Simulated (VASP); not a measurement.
# HfB2 (P6/mmm) in VASP: notebook

HfB2 is run at these levels: r2SCAN; tasks: single point.

Everything below comes from runs of VASP 6.6.1. Logs are shortened: lines on timing, memory, paths and dates and some standing lists are left out, and cuts for length are marked.

## (1) The cell of the first run

The structure is hexagonal, space group P6/mmm (No. 191). The conventional cell has a = 3.136 Å, b = 3.136 Å, c = 3.480 Å, α = 90.00°, β = 90.00°, γ = 120.00°. Within 3.3 Å of Hf (site symmetry 6/mmm) lie 12 B at 2.51 Å and 6 Hf at 3.14 Å. Within 2.4 Å of B (site symmetry -6m2) lie 3 B at 1.81 Å.

## (2) Single point, r2SCAN

The input, POSCAR:

```
HfB2
1.0
    3.1363358921      0.0000000000      0.0000000000
   -1.5681679460      2.7161465573      0.0000000000
    0.0000000000      0.0000000000      3.4800283135
Hf B
1 2
Direct
    0.0000000000      0.0000000000      0.0000000000
    0.3333333333      0.6666666667      0.5000000000
    0.6666666667      0.3333333333      0.5000000000
```

The input, INCAR.step1:

```
SYSTEM = HfB2
ALGO = Normal
EDIFF = 1E-4
ENCUT = 520
GGA = PE
ISMEAR = 0
LASPH = .TRUE.
LCHARG = .FALSE.
LREAL = .FALSE.
LWAVE = .TRUE.
NBANDS = 15
NELM = 60
PREC = Accurate
SIGMA = 0.1
```

The input, INCAR.step2:

```
SYSTEM = HfB2
ALGO = Normal
EDIFF = 1E-6
ENCUT = 520
ISIF = 2
ISMEAR = 0
ISTART = 1
LASPH = .TRUE.
LCHARG = .TRUE.
LELF = .TRUE.
LMIXTAU = .TRUE.
LREAL = .FALSE.
LVHAR = .TRUE.
LWAVE = .FALSE.
METAGGA = R2SCAN
NBANDS = 15
NELM = 60
PREC = Accurate
SIGMA = 0.1
```

The input, KPOINTS:

```
k-points
0
G
  21 21 16
  0 0 0
```

Potentials or basis: VASP PAW PBE potentials, release 64 (Hf_pv, B).

Command:

```sh
$ cat potpaw_PBE.64/Hf_pv/POTCAR potpaw_PBE.64/B/POTCAR > POTCAR
$ cp INCAR.step1 INCAR
$ mpirun -np 1 vasp_std > vasp.out
$ cp INCAR.step2 INCAR
$ mpirun -np 1 vasp_std > vasp.out
```

OUTCAR:

```text
SYSTEM = HfB2
   EDIFF = 1E-6
   ENCUT = 520
   ISIF = 2
   ISMEAR = 0
   ISTART = 1
   LASPH = .TRUE.
   LREAL = .FALSE.
   METAGGA = R2SCAN
   NELM = 60
   PREC = Accurate

 ion  position               nearest neighbor table
   1  0.000  0.000  0.000-   2 2.51   3 2.51   2 2.51   3 2.51   2 2.51   2 2.51   3 2.51   3 2.51
                             3 2.51   3 2.51   2 2.51   2 2.51
   2  0.333  0.667  0.500-   3 1.81   3 1.81   3 1.81   1 2.51   1 2.51   1 2.51   1 2.51   1 2.51
                             1 2.51
   3  0.667  0.333  0.500-   2 1.81   2 1.81   2 1.81   1 2.51   1 2.51   1 2.51   1 2.51   1 2.51
                             1 2.51

  LATTYP: Found a hexagonal cell.
 ALAT       =     3.1363358921
 C/A-ratio  =     1.1095840603

  Lattice vectors:

 A1 = (   3.1363358921,   0.0000000000,   0.0000000000)
 A2 = (  -1.5681679460,   2.7161465573,   0.0000000000)
 A3 = (   0.0000000000,   0.0000000000,   3.4800283135)

Analysis of symmetry for initial positions (statically):
=====================================================================
 Subroutine PRICEL returns:
 Original cell was already a primitive cell.

 Routine SETGRP: Setting up the symmetry group for a
 hexagonal supercell.

 Subroutine GETGRP returns: Found 24 space group operations
 (whereof 24 operations were pure point group operations)
 out of a pool of 24 trial point group operations.

The static configuration has the point symmetry D_6h.

Analysis of symmetry for dynamics (positions and initial velocities):
=====================================================================
 Subroutine PRICEL returns:
 Original cell was already a primitive cell.

 Routine SETGRP: Setting up the symmetry group for a
 hexagonal supercell.

 Subroutine GETGRP returns: Found 24 space group operations
 (whereof 24 operations were pure point group operations)
 out of a pool of 24 trial point group operations.

The dynamic configuration has the point symmetry D_6h.

 Subroutine INISYM returns: Found 24 space group operations
 (whereof 24 operations are pure point group operations),
 and found     1 'primitive' translations

----------------------------------------------------------------------------------------

                                     Primitive cell

  volume of cell :      29.6455

  direct lattice vectors                    reciprocal lattice vectors
     3.136335892  0.000000000  0.000000000     0.318843400  0.184084323  0.000000000
    -1.568167946  2.716146557  0.000000000     0.000000000  0.368168646  0.000000000
     0.000000000  0.000000000  3.480028314     0.000000000  0.000000000  0.287353984

  length of vectors
     3.136335892  3.136335892  3.480028314     0.368168646  0.368168646  0.287353984

  position of ions in fractional coordinates (direct lattice)
     0.000000000  0.000000000  0.000000000
     0.333333333  0.666666667  0.500000000
     0.666666667  0.333333333  0.500000000

  ion indices of the primitive-cell ions
   primitive index   ion index
                 1           1
                 2           2
                 3           3

----------------------------------------------------------------------------------------

 KPOINTS: k-points

Automatic generation of k-mesh.
 Grid dimensions read from file:
 generate k-points for:   21   21   16

 Generating k-lattice:

  Cartesian coordinates                     Fractional coordinates (reciprocal lattice)
     0.015183019  0.008765920  0.000000000     0.047619048  0.000000000  0.000000000
     0.000000000  0.017531840  0.000000000     0.000000000  0.047619048  0.000000000
     0.000000000  0.000000000  0.017959624     0.000000000  0.000000000  0.062500000

  Length of vectors
     0.017531840  0.017531840  0.017959624

  Shift w.r.t. Gamma in fractional coordinates (k-lattice)
     0.000000000  0.000000000  0.000000000

 Subroutine IBZKPT returns following result:
 ===========================================

 Found    432 irreducible k-points:

 Following reciprocal coordinates:
            Coordinates               Weight
  0.000000  0.000000  0.000000      1.000000
  0.047619  0.000000  0.000000      6.000000
  0.095238  0.000000  0.000000      6.000000
  0.142857  0.000000  0.000000      6.000000
  0.190476  0.000000  0.000000      6.000000
  0.238095  0.000000  0.000000      6.000000
[... 16 lines left out ...]
  0.142857  0.095238  0.000000     12.000000
  0.190476  0.095238  0.000000     12.000000
 [... further k-points ...]
   k-points           NKPTS =    432   k-points in BZ     NKDIM =    432   number of bands    NBANDS=     15
   number of dos      NEDOS =    301   number of ions     NIONS =      3
   total plane-waves  NPLWV =  16128
   dimension x,y,z NGX =    24 NGY =   24 NGZ =   28
   dimension x,y,z NGXF=    48 NGYF=   48 NGZF=   56
   ions per type =               1   2
   NGX,Y,Z   is equivalent  to a cutoff of  12.72, 12.72, 13.38 a.u.
   NGXF,Y,Z  is equivalent  to a cutoff of  25.44, 25.44, 26.75 a.u.
 SYSTEM =  HfB2
   PREC   = accura    normal or accurate (medium, high low for compatibility)
   ISTART =      1    job   : 0-new  1-cont  2-samecut
   ICHARG =      0    charge: 1-file 2-atom 10-const
   ISPIN  =      1    spin polarized calculation?
   LNONCOLLINEAR =      F non collinear calculations
   LSORBIT =      F    spin-orbit coupling
   LASPH  =      T    aspherical Exc in radial PAW
   ENCUT  =  520.0 eV  38.22 Ry    6.18 a.u.   5.83  5.83  6.47*2*pi/ulx,y,z
   NELM   =     60;   NELMIN=  2; NELMDL=  0     # of ELM steps
   EDIFF  = 0.1E-05   stopping-criterion for ELM
   LREAL  =      F    real-space projection
   EDIFFG = 0.1E-04   stopping-criterion for IOM
   NSW    =      0    number of steps for IOM
   IBRION =     -1    ionic relax: 0-MD 1-quasi-New 2-CG
   NFREE  =      0    steps in history (QN), initial steepest desc. (CG)
   ISIF   =      2    stress and relaxation
   ISYM   =      2    0-nonsym 1-usesym 2-fastsym
   POTIM  = 0.5000    time-step for ionic-motion
   TEBEG  =    0.0;   TEEND  =   0.0 temperature during run
   PSTRESS=    0.0 pullay stress
   NELECT =      16.0000    total number of electrons
   NUPDOWN=      -1.0000    fix difference up-down
   EMIN   =  10.00;   EMAX   =-10.00  energy-range for DOS
   EFERMI =   0.00;   METHOD = LEGACY
   ISMEAR =     0;   SIGMA  =   0.10  broadening in eV -4-tet -1-fermi 0-gaus
   EFERMI_NEDOS =   21; number of points for ismear=-14 and -15
   IALGO  =     38    algorithm
   IMIX   =      4    mixing-type and parameters
     AMIX     =   0.40;   BMIX     =  1.00
     AMIX_MAG =   1.60;   BMIX_MAG =  1.00
  volume/ion in A,a.u.               =       9.88        66.69
  Fermi-wavevector in a.u.,A,eV,Ry     =   1.332893  2.518803 24.172164  1.776604
  Thomas-Fermi vector in A             =   2.461793
   LORBIT       =      0    0 simple, 1 ext, 2 COOP (PROOUT), +10 PAW based schemes
   METAGGA = R2SCAN    functional components
   LHFCALC =     F    Hartree Fock is set to
   AEXX    =    0.0000 exact exchange contribution
   IVDW    =     0    specifies the selected vdW correction
   LEPSILON=     F    determine dielectric tensor
   LRPA    =     F    only Hartree local field effects (RPA)
 non-spin polarized calculation
 Gauss-broadening in eV      SIGMA  =   0.10
  energy-cutoff  :      520.00
  volume of cell :       29.65
 maximum number of plane-waves:       816
 NGX is ok and might be reduce to    24
   NGX = 11   NGY = 11   NGZ = 13

 number of electron      15.9999997 magnetization

 Free energy of the ion-electron system (eV)
  ---------------------------------------------------
  ext. energy  EPLUGINS =         0.00000000
  ---------------------------------------------------
  free energy    TOTEN  =       -63.08934238 eV

  energy without entropy =      -63.08811920  energy(sigma->0) =      -63.08873079

 E-fermi :   7.8399     XC(G=0): -13.5604

 val. band max:        7.7974963582   @ k =   0.1905   0.1429   0.1875
 cond. band min:       7.8443491106   @ k =   0.3333   0.1429   0.0000
 fundamental gap:      0.0468527524
 Fermi energy:         7.8399132091

 k-point     1 :       0.0000    0.0000    0.0000
  band No.  band energies     occupation
      1     -24.1375      2.00000
      2     -23.6199      2.00000
      3     -23.6199      2.00000
      4      -6.9582      2.00000
      5       4.6166      2.00000
      6       4.6455      2.00000
      7       4.6856      2.00000
      8       4.6856      2.00000
      9      11.9796      0.00000
     10      11.9796      0.00000
     11      12.6778      0.00000
     12      12.6778      0.00000
     13      12.8701      0.00000
     14      12.9214      0.00000
     15      12.9214      0.00000

 k-point     2 :       0.0476    0.0000    0.0000
  band No.  band energies     occupation
      1     -24.1344      2.00000
      2     -23.6388      2.00000
      3     -23.6240      2.00000
      4      -6.9062      2.00000
      5       4.5226      2.00000
      6       4.6032      2.00000
      7       4.6696      2.00000
      8       4.6804      2.00000
      9      11.9421      0.00000
     10      12.0350      0.00000
     11      12.0467      0.00000
     12      12.2247      0.00000
     13      13.0860      0.00000
     14      13.4383      0.00000
     15      13.5275      0.00000

 k-point     3 :       0.0952    0.0000    0.0000
  band No.  band energies     occupation
      1     -24.1254      2.00000
      2     -23.6936      2.00000
      3     -23.6360      2.00000
      4      -6.7522      2.00000
      5       4.0803      2.00000
      6       4.4854      2.00000
      7       4.6617      2.00000
      8       4.8181      2.00000
      9      11.2705      0.00000
     10      11.8355      0.00000
     11      11.8394      0.00000
     12      12.2075      0.00000
     13      13.5982      0.00000
     14      13.9482      0.00000
     15      14.3724      0.00000

 k-point     4 :       0.1429    0.0000    0.0000
  band No.  band energies     occupation
      1     -24.1112      2.00000
      2     -23.7783      2.00000
      3     -23.6547      2.00000
      4      -6.5016      2.00000
      5       3.4521      2.00000
      6       4.3151      2.00000
      7       4.6222      2.00000
      8       5.0312      2.00000
      9      10.5848      0.00000
     10      11.6388      0.00000
     11      11.6751      0.00000
     12      12.3230      0.00000
     13      13.9733      0.00000
     14      14.6944      0.00000
     15      15.2087      0.00000
[... 307 lines left out ...]
 k-point    22 :       0.0952    0.0952    0.0000
  band No.  band energies     occupation
      1     -24.1032      2.00000
      2     -23.8207      2.00000
      3     -23.6702      2.00000
      4      -6.3541      2.00000
      5       3.2003      2.00000
      6       4.2313      2.00000
      7       4.3916      2.00000
      8       5.2471      2.00000
      9      10.5443      0.00000
     10      11.2676      0.00000
     11      11.2696      0.00000
     12      12.7605      0.00000
     13      14.4664      0.00000
     14      15.0031      0.00000
     15      15.1100      0.00000

 k-point    23 :       0.1429    0.0952    0.0000
  band No.  band energies     occupation
      1     -24.0858      2.00000
      2     -23.9159      2.00000
      3     -23.6984      2.00000
      4      -6.0188      2.00000
      5       2.5810      2.00000
      6       4.0636      2.00000
      7       4.1404      2.00000
      8       5.5578      2.00000
      9      10.0702      0.00000
     10      10.7743      0.00000
     11      11.4159      0.00000
     12      13.0599      0.00000
     13      14.6534      0.00000
     14      14.9407      0.00000
     15      15.8664      0.00000

 k-point    24 :       0.1905    0.0952    0.0000
  band No.  band energies     occupation
      1     -24.0662      2.00000
      2     -24.0207      2.00000
      3     -23.7303      2.00000
      4      -5.6037      2.00000
      5       1.8904      2.00000
      6       3.8582      2.00000
      7       3.9001      2.00000
      8       5.8506      2.00000
      9       9.7506      0.00000
     10      10.2248      0.00000
     11      11.8187      0.00000
     12      13.1080      0.00000
     13      14.6992      0.00000
     14      15.3001      0.00000
     15      16.7222      0.00000

 [... further k-points ...]

------------------------ aborting loop because EDIFF is reached ----------------------------------------

  FORCE on cell =-STRESS in cart. coord.  units (eV):
  Direction    XX          YY          ZZ          XY          YZ          ZX
  --------------------------------------------------------------------------------------
  -------------------------------------------------------------------------------------
  Total       -0.1214348     -0.1214348     -0.1075902     -0.0000000      0.0000000     -0.0000000
  in kB       -6.5628914     -6.5628914     -5.8146664     -0.0000000      0.0000000     -0.0000000
  external PRESSURE =      -6.3134831 kB  Pullay stress =       0.0000000 kB

 VOLUME and BASIS-vectors are now :
 -----------------------------------------------------------------------------
  energy-cutoff  :      520.00
  volume of cell :       29.65
      direct lattice vectors                 reciprocal lattice vectors
     3.136335892  0.000000000  0.000000000     0.318843400  0.184084323  0.000000000
    -1.568167946  2.716146557  0.000000000     0.000000000  0.368168646  0.000000000
     0.000000000  0.000000000  3.480028314     0.000000000  0.000000000  0.287353984

 POSITION                                       TOTAL-FORCE (eV/Angst)
 -----------------------------------------------------------------------------------
      0.00000      0.00000      0.00000        -0.000000      0.000000      0.000000
     -0.00000      1.81076      1.74001         0.000000      0.000000      0.000000
      1.56817      0.90538      1.74001        -0.000000     -0.000000     -0.000000
 -----------------------------------------------------------------------------------
    total drift:                               -0.000000      0.000000     -0.000000

  FREE ENERGIE OF THE ION-ELECTRON SYSTEM (eV)
  ---------------------------------------------------
  free  energy   TOTEN  =       -63.0893423782 eV

  energy  without entropy=      -63.0881192008  energy(sigma->0) =      -63.08873079
```

It took 3.2 min on 1 thread of Intel Xeon 6975P-C (Granite Rapids), shared host; peak memory 0.31 GiB.

Results:

* Free energy: -63.0893 eV
* Pressure: -0.6 GPa
* Band gap on the k mesh: zero (bands 8 and 9 overlap by 1.36 eV)

Levels at points of the mesh, in eV from the Fermi level:
```csv
k point,band 6,band 7,band 8,band 9,band 10,band 11
"(0.00, 0.00, 0.00)",-3.19,-3.15,-3.15,4.14,4.14,4.84
"(0.00, 0.00, 0.50)",-1.38,-1.38,0.24,0.24,0.98,0.98
```

Caveat: the PAW data sets were made with another functional, which shifts forces and pressure a little; spin-orbit coupling is left out, which moves the levels of the heavy elements.

## (3) Single point, r2SCAN

The input, POSCAR:

```
HfB2
1.0
    3.1366506411      0.0000000000      0.0000000000
   -1.5683253205      2.7164191380      0.0000000000
    0.0000000000      0.0000000000      3.4800189764
Hf B
1 2
Direct
    0.0000000000      0.0000000000      0.0000000000
    0.3333333333      0.6666666667      0.5000000000
    0.6666666667      0.3333333333      0.5000000000
```

The input, INCAR.step1:

```
SYSTEM = HfB2
ALGO = Normal ; EDIFF = 1E-4
ENCUT = 520 ; GGA = PE
ISMEAR = -1 ; LASPH = .TRUE.
LCHARG = .FALSE. ; LREAL = .FALSE.
LWAVE = .TRUE. ; NBANDS = 15
NELM = 80 ; PREC = Accurate
SIGMA = 0.15
```

The input, INCAR.step2:

```
SYSTEM = HfB2
ALGO = Normal ; EDIFF = 1E-6
ENCUT = 520 ; ISIF = 2
ISMEAR = -1 ; ISTART = 1
LASPH = .TRUE. ; LCHARG = .TRUE.
LELF = .TRUE. ; LMIXTAU = .TRUE.
LREAL = .FALSE. ; LVHAR = .TRUE.
LWAVE = .FALSE. ; METAGGA = R2SCAN
NBANDS = 15 ; NELM = 80
PREC = Accurate ; SIGMA = 0.15
```

KPOINTS is that of step 2.

Potentials or basis: VASP PAW PBE potentials, release 64 (Hf_pv, B).

Command:

```sh
$ cat potpaw_PBE.64/Hf_pv/POTCAR potpaw_PBE.64/B/POTCAR > POTCAR
$ cp INCAR.step1 INCAR
$ mpirun -np 1 vasp_std > vasp.out
$ cp INCAR.step2 INCAR
$ mpirun -np 1 vasp_std > vasp.out
```

It took 3.3 min on 1 thread of Intel Xeon 6975P-C (Granite Rapids), shared host; peak memory 0.31 GiB.

The run converged. Its results:

```yaml
Free_energy: -63.0982 eV
Pressure: -0.6 GPa
Band_gap_on_the_k_mesh: zero (bands 8 and 9 overlap by 1.36 eV)
```

Stress tensor (GPa, compression positive):
```
-0.66  0.00  0.00
 0.00 -0.66  0.00
 0.00  0.00 -0.57
```

Levels at points of the mesh, in eV from the Fermi level:
```csv
k point,band 4,band 5,band 6,band 7,band 8,band 9,band 10,band 11,band 12,band 13
"(0.00, 0.00, 0.00)",-14.73,-3.16,-3.13,-3.09,-3.09,4.20,4.20,4.90,4.90,5.09
"(0.00, 0.00, 0.50)",-12.31,-8.90,-1.31,-1.31,0.31,0.31,1.04,1.04,2.35,5.33
```

Caveat: the PAW data sets were made with another functional, which shifts forces and pressure a little; spin-orbit coupling is left out, which moves the levels of the heavy elements.

The gap in the log of VASP goes by the Fermi energy; the results here count the filled bands.